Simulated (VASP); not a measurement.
Set up this calculation in VASP 6.6.1, as the native input.

```yaml
Task: electric field gradients
Functional: LDA
Potentials_or_basis: VASP PAW LDA potentials, release 64 (Ti_sv, Rh_pv)
Cutoff: 520 eV
k_mesh: 10 × 10 × 10
Occupations: fermi-dirac, width 0.03 eV
Spin: no spin polarisation
Dipole_correction: no
Further_INCAR_settings: ALGO = Normal; EDIFF = 1e-08; NBANDS = 36
```

The structure of TiRh3 lies in POSCAR:

```
TiRh3
1.0
    3.8346977677      0.0000000000      0.0000000000
    0.0000000000      3.8346977677      0.0000000000
    0.0000000000      0.0000000000      3.8346977677
Ti Rh
1 3
Direct
    0.0000000000      0.0000000000      0.0000000000
    0.0000000000      0.5000000000      0.5000000000
    0.5000000000      0.0000000000      0.5000000000
    0.5000000000      0.5000000000      0.0000000000
```

One way to write it, as run:

INCAR

```
  PREC = Accurate
  ENCUT = 520
  EDIFF = 1E-8
  ISMEAR = -1
  SIGMA = 0.03
  LREAL = False
  LASPH = True
  NELM = 100
  ALGO = Normal
  ISIF = 2
  LWAVE = False
  LCHARG = False
  GGA = CA
  LEFG = True
  NBANDS = 36
```

KPOINTS

```
Automatic mesh
0
Gamma
  10 10 10
```

Potentials or basis: VASP PAW LDA potentials, release 64 (Ti_sv, Rh_pv).

Run with:

```console
$ cat potpaw_LDA.64/Ti_sv/POTCAR potpaw_LDA.64/Rh_pv/POTCAR > POTCAR
$ mpirun -np 1 vasp_std > vasp.out
```

It gave:

| Property | Result |
| --- | --- |
| Pressure | -11.8 GPa |
| Band gap on the k mesh | zero (an odd number of electrons rules out a gap without spin polarisation) |
| Largest electric field gradient by atom | Ti +0.0; Rh -31.6 V/Å² |

Caveat: the cell stands under tension; without QUAD_EFG the Cq values of the log hold for a quadrupole moment of 1 mb, not for the nuclei.

It took 2.2 min on 1 thread of Intel(R) Xeon(R) Platinum 8259CL CPU @ 2.50GHz (Skylake/Cascade Lake), with other jobs on the host, peak memory 0.21 GiB.
